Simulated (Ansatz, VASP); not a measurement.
One calculation of Ni, two programs

```
Ni
1.0
     2.48244    0.00000    0.00000
    -1.24122    2.14985    0.00000
     0.00000    0.00000    4.08264
Ni
2
Direct
  0.33333 0.66667 0.25000
  0.66667 0.33333 0.75000
```

Alike in both runs: task single point; functional PBE; k mesh 16 × 16 × 9; occupations fermi-dirac, width 0.1 eV; no spin polarisation.

|  | VASP | Ansatz |
| --- | --- | --- |
| version | VASP 6.6.1 | Ansatz 0.2.0 |
| potentials or method | VASP PAW PBE potentials, release 64 (Ni), cutoff 520 eV | plane waves (420 eV) with PAW, scalar-relativistic |
| valence electrons in the cell | 20 | 36 |

```csv
,VASP,Ansatz,Ansatz less VASP
pressure (GPa),0.0,0.0,+0.01
"traceless stress, the component that is largest in VASP (GPa)",-0.09,-0.04,+0.051
```

VASP's potentials hold 20 valence electrons a cell and Ansatz's 36, so a difference there can come from the potentials and not from the codes.
